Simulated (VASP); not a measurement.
Input of a VASP 6.6.1 run:

INCAR

```
PREC     = Accurate       # precision mode
ENCUT    = 520            # plane-wave cutoff, eV
EDIFF    = 1E-7           # SCF threshold, eV
ISMEAR   = 0              # smearing method
SIGMA    = 0.1            # smearing width, eV
LREAL    = F              # projectors in reciprocal space
LASPH    = T              # aspherical terms in the spheres
NELM     = 60             # most SCF steps
ALGO     = Normal         # electronic algorithm
ISIF     = 2              # what is computed and relaxed
LWAVE    = F              # write WAVECAR
LCHARG   = F              # write CHGCAR
LDIPOL   = T            
IDIPOL   = 3            
DIPOL    = 0.5 0.5 0.295
GGA      = PE             # functional
NBANDS   = 104            # bands
```

KPOINTS

```
regular mesh
0
Gamma
  5 5 1
```

Contents of POSCAR:

```
HRh6
1.0
    5.4163401145      0.0000000000      0.0000000000
    0.0000000000      5.4163401145      0.0000000000
    0.0000000000      0.0000000000     21.6737367085
Rh H
12 2
Direct
    0.2500000000      0.2500000000      0.1845551625
    0.2500000000      0.7500000000      0.1845551625
    0.7500000000      0.2500000000      0.1845551625
    0.7500000000      0.7500000000      0.1845551625
    0.0000000000      0.0000000000      0.2693761947
    0.0000000000      0.5000000000      0.2693761947
    0.5000000000      0.0000000000      0.2693761947
    0.5000000000      0.5000000000      0.2693761947
    0.2500000000      0.2500000000      0.3540569313
    0.2500000000      0.7500000000      0.3540569313
    0.7500000000      0.2500000000      0.3540569313
    0.7500000000      0.7500000000      0.3540569313
    0.4151641163      0.5000000000      0.4486414521
    0.5848358837      0.5000000000      0.4486414521
```

Potentials or basis: VASP PAW PBE potentials, release 64 (Rh_pv, H).

The run is started by

```sh
$ cat potpaw_PBE.64/Rh_pv/POTCAR potpaw_PBE.64/H/POTCAR > POTCAR
$ mpirun -np 1 vasp_std > vasp.out
```

Task: What does it give for the largest force?

Result: 2.381 eV/Å.

Task: Estimate the band gap on the k mesh.

Result: Zero (bands 91 and 92 overlap by 0.69 eV).

Forces in eV/Å, atoms in the order of the input:
```
Rh  -0.027 -0.011  0.052
Rh  -0.027  0.011  0.052
Rh   0.027 -0.011  0.052
Rh   0.027  0.011  0.052
Rh   0.000  0.000  0.125
Rh   0.000  0.000 -0.195
Rh   0.000  0.000 -0.157
Rh   0.000  0.000 -0.078
Rh  -0.046 -0.010  0.077
Rh  -0.046  0.010  0.077
Rh   0.046 -0.010  0.077
Rh   0.046  0.010  0.077
H    2.379  0.000 -0.105
H   -2.379  0.000 -0.105
```
